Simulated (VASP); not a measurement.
# W (Im-3m) in VASP: a series of runs

The runs below take W through single point, with PBE.

Everything below comes from runs of VASP 6.6.1. Logs are shortened: lines on timing, memory, paths and dates and some standing lists are left out, and cuts for length are marked.

### Step 1. The cell of the first run

Symmetry: Im-3m, No. 229, cubic system. Conventional cell: a = 3.206 Å, b = 3.206 Å, c = 3.206 Å, α = 90.00°, β = 90.00°, γ = 90.00°. W (site symmetry m-3m) has 14 W at 2.78 to 3.21 Å within 3.7 Å.

### Step 2. Single point, PBE

The input, INCAR:

```
SYSTEM = W
ALGO     = Normal         ! electronic algorithm
EDIFF    = 1E-7           ! SCF threshold, eV
ENCUT    = 520            ! plane-wave cutoff, eV
GGA      = PE             ! functional
ISIF     = 2              ! what is computed and relaxed
ISMEAR   = -1             ! smearing method
LASPH    = .TRUE.         ! aspherical terms in the spheres
LCHARG   = .FALSE.        ! write CHGCAR
LREAL    = .FALSE.        ! projectors in reciprocal space
LWAVE    = .FALSE.        ! write WAVECAR
NBANDS   = 13             ! bands
NELM     = 60             ! most SCF steps
PREC     = Accurate       ! precision mode
SIGMA    = 0.06122561905347299 ! smearing width, eV
```

The input, KPOINTS:

```
k-points
0
G
  24 24 24
  0 0 0
```

The input, POSCAR:

```
W
1.0
   -1.6027866491      1.6027866491      1.6027866491
    1.6027866491     -1.6027866491      1.6027866491
    1.6027866491      1.6027866491     -1.6027866491
W
1
Direct
    0.0000000000      0.0000000000      0.0000000000
```

Potentials or basis: VASP PAW PBE potentials, release 64 (W_sv).

Command:

```
$ cat potpaw_PBE.64/W_sv/POTCAR > POTCAR
$ mpirun -np 1 vasp_std > vasp.out
```

OUTCAR:

```text
SYSTEM = W
   EDIFF = 1E-7
   ENCUT = 520
   GGA = PE
   ISIF = 2
   ISMEAR = -1
   LASPH = .TRUE.
   LREAL = .FALSE.
   NELM = 60
   PREC = Accurate

 ion  position               nearest neighbor table
   1  0.000  0.000  0.000-

  LATTYP: Found a body centered cubic cell.
 ALAT       =     3.2055732982

  Lattice vectors:

 A1 = (  -1.6027866491,   1.6027866491,   1.6027866491)
 A2 = (   1.6027866491,  -1.6027866491,   1.6027866491)
 A3 = (   1.6027866491,   1.6027866491,  -1.6027866491)

Analysis of symmetry for initial positions (statically):
=====================================================================
 Subroutine PRICEL returns:
 Original cell was already a primitive cell.

 Routine SETGRP: Setting up the symmetry group for a
 body centered cubic supercell.

 Subroutine GETGRP returns: Found 48 space group operations
 (whereof 48 operations were pure point group operations)
 out of a pool of 48 trial point group operations.

The static configuration has the point symmetry O_h .

Analysis of symmetry for dynamics (positions and initial velocities):
=====================================================================
 Subroutine PRICEL returns:
 Original cell was already a primitive cell.

 Routine SETGRP: Setting up the symmetry group for a
 body centered cubic supercell.

 Subroutine GETGRP returns: Found 48 space group operations
 (whereof 48 operations were pure point group operations)
 out of a pool of 48 trial point group operations.

The dynamic configuration has the point symmetry O_h .

 Subroutine INISYM returns: Found 48 space group operations
 (whereof 48 operations are pure point group operations),
 and found     1 'primitive' translations

----------------------------------------------------------------------------------------

                                     Primitive cell

  volume of cell :      16.4698

  direct lattice vectors                    reciprocal lattice vectors
    -1.602786649  1.602786649  1.602786649     0.000000000  0.311956679  0.311956679
     1.602786649 -1.602786649  1.602786649     0.311956679  0.000000000  0.311956679
     1.602786649  1.602786649 -1.602786649     0.311956679  0.311956679  0.000000000

  length of vectors
     2.776107910  2.776107910  2.776107910     0.441173366  0.441173366  0.441173366

[... 83 lines left out ...]
   NFREE  =      0    steps in history (QN), initial steepest desc. (CG)
   ISIF   =      2    stress and relaxation
   ISYM   =      2    0-nonsym 1-usesym 2-fastsym
   POTIM  = 0.5000    time-step for ionic-motion
   TEBEG  =    0.0;   TEEND  =   0.0 temperature during run
   PSTRESS=    0.0 pullay stress
   NELECT =      14.0000    total number of electrons
   NUPDOWN=      -1.0000    fix difference up-down
   EMIN   =  10.00;   EMAX   =-10.00  energy-range for DOS
   EFERMI =   0.00;   METHOD = LEGACY
   ISMEAR =    -1;   SIGMA  =   0.06  broadening in eV -4-tet -1-fermi 0-gaus
   EFERMI_NEDOS =   21; number of points for ismear=-14 and -15
   IALGO  =     38    algorithm
   IMIX   =      4    mixing-type and parameters
     AMIX     =   0.40;   BMIX     =  1.00
     AMIX_MAG =   1.60;   BMIX_MAG =  1.00
  volume/ion in A,a.u.               =      16.47       111.14
  Fermi-wavevector in a.u.,A,eV,Ry     =   1.550798  2.930583 32.721648  2.404973
  Thomas-Fermi vector in A             =   2.655409
   LORBIT       =      0    0 simple, 1 ext, 2 COOP (PROOUT), +10 PAW based schemes
   GGA     = PE    functional components
   LHFCALC =     F    Hartree Fock is set to
   AEXX    =    0.0000 exact exchange contribution
   IVDW    =     0    specifies the selected vdW correction
   LEPSILON=     F    determine dielectric tensor
   LRPA    =     F    only Hartree local field effects (RPA)
 non-spin polarized calculation
  energy-cutoff  :      520.00
  volume of cell :       16.47
 maximum number of plane-waves:       466
 NGX is ok and might be reduce to    24
   NGX = 11   NGY = 11   NGZ = 11

 number of electron      14.0000001 magnetization

 Free energy of the ion-electron system (eV)
  ---------------------------------------------------
  ext. energy  EPLUGINS =         0.00000000
  ---------------------------------------------------
  free energy    TOTEN  =       -12.95337673 eV

  energy without entropy =      -12.94843843  energy(sigma->0) =      -12.95090758

 E-fermi :  10.9220     XC(G=0): -13.4258

 val. band max:       10.9086783124   @ k =  -0.2500   0.2917   0.1250
 cond. band min:      10.9294613375   @ k =   0.5000   0.5000   0.2083
 fundamental gap:      0.0207830251
 Fermi energy:        10.9220266143

 k-point     1 :       0.0000    0.0000    0.0000
  band No.  band energies     occupation
      1     -63.3413      2.00000
      2     -26.9559      2.00000
      3     -26.9559      2.00000
      4     -26.9559      2.00000
      5       1.4739      2.00000
      6       9.7290      2.00000
      7       9.7290      2.00000
      8       9.7290      2.00000
      9      13.0670      0.00000
     10      13.0670      0.00000
     11      25.3266      0.00000
     12      25.3266      0.00000
     13      25.3266      0.00000
[... 354 lines left out ...]
  band No.  band energies     occupation
      1     -63.2283      2.00000
      2     -28.0790      2.00000
      3     -27.3316      2.00000
      4     -26.9693      2.00000
      5       4.9267      2.00000
      6       7.5312      2.00000
      7      11.2269      0.01366
      8      12.9244      0.00000
      9      13.9499      0.00000
     10      16.7423      0.00000
     11      21.3468      0.00000
     12      22.4361      0.00000
     13      27.2159      0.00000

 [... further k-points ...]

------------------------ aborting loop because EDIFF is reached ----------------------------------------

  FORCE on cell =-STRESS in cart. coord.  units (eV):
  Direction    XX          YY          ZZ          XY          YZ          ZX
  --------------------------------------------------------------------------------------
  -------------------------------------------------------------------------------------
  Total       -0.5687681     -0.5687681     -0.5687681     -0.0000000     -0.0000000     -0.0000000
  in kB      -55.3297425    -55.3297425    -55.3297425     -0.0000000     -0.0000000     -0.0000000
  external PRESSURE =     -55.3297425 kB  Pullay stress =       0.0000000 kB

 VOLUME and BASIS-vectors are now :
 -----------------------------------------------------------------------------
  energy-cutoff  :      520.00
  volume of cell :       16.47
      direct lattice vectors                 reciprocal lattice vectors
    -1.602786649  1.602786649  1.602786649     0.000000000  0.311956679  0.311956679
     1.602786649 -1.602786649  1.602786649     0.311956679  0.000000000  0.311956679
     1.602786649  1.602786649 -1.602786649     0.311956679  0.311956679  0.000000000

 POSITION                                       TOTAL-FORCE (eV/Angst)
 -----------------------------------------------------------------------------------
      0.00000      0.00000      0.00000         0.000000      0.000000      0.000000
 -----------------------------------------------------------------------------------
    total drift:                                0.000000      0.000000      0.000000

  FREE ENERGIE OF THE ION-ELECTRON SYSTEM (eV)
  ---------------------------------------------------
  free  energy   TOTEN  =       -12.9533767337 eV

  energy  without entropy=      -12.9484384335  energy(sigma->0) =      -12.95090758
```

OSZICAR:

```text
N       E                     dE             d eps       ncg     rms          rms(c)
DAV:   1     0.851877046991E+02    0.85188E+02   -0.74430E+03 10810   0.122E+03
DAV:   2    -0.119104652962E+02   -0.97098E+02   -0.93232E+02 12103   0.317E+02
DAV:   3    -0.135970436365E+02   -0.16866E+01   -0.16802E+01 11783   0.402E+01
DAV:   4    -0.136042630913E+02   -0.72195E-02   -0.72193E-02 11773   0.290E+00
DAV:   5    -0.136043260459E+02   -0.62955E-04   -0.62955E-04 12033   0.256E-01    0.195E+01
DAV:   6    -0.130874690550E+02    0.51686E+00   -0.44674E-01 11143   0.885E+00    0.753E+00
DAV:   7    -0.129574732604E+02    0.13000E+00   -0.22361E-01 11888   0.594E+00    0.724E-01
DAV:   8    -0.129533958629E+02    0.40774E-02   -0.42532E-03 10953   0.836E-01    0.802E-02
DAV:   9    -0.129533823117E+02    0.13551E-04   -0.10106E-04 12349   0.123E-01    0.467E-02
DAV:  10    -0.129533762499E+02    0.60618E-05   -0.13532E-05 11408   0.504E-02    0.761E-03
DAV:  11    -0.129533769418E+02   -0.69194E-06   -0.27377E-07 10982   0.605E-03    0.555E-04
DAV:  12    -0.129533767365E+02    0.20536E-06   -0.59292E-09  6159   0.972E-04    0.121E-04
DAV:  13    -0.129533767337E+02    0.28144E-08   -0.60464E-10  5529   0.325E-04
   1 F= -.12953377E+02 E0= -.12950908E+02  d E =-.493830E-02
```

stdout:

```text
POSCAR found type information on POSCAR W
 POSCAR found :  1 types and       1 ions
 scaLAPACK will be used
 LDA part: xc-table for (Slater+PW92), standard interpolation
 POSCAR, INCAR and KPOINTS ok, starting setup
 FFT: planning ... GRIDC
 FFT: planning ... GRID_SOFT
 FFT: planning ... GRID
 WAVECAR not read
 entering main loop
```

Wall time 75 s (1 thread of Intel Xeon 8259CL, shared host); peak memory 0.21 GiB.

What came out:

```yaml
Free_energy: -12.9534 eV
Pressure: -5.5 GPa
Band_gap_on_the_k_mesh: zero (bands 7 and 8 overlap by 6.06 eV)
```

Caveat: the cell stands under tension; spin-orbit coupling is left out, which moves the levels of the heavy elements.

(Continued in part 2 of 2.)
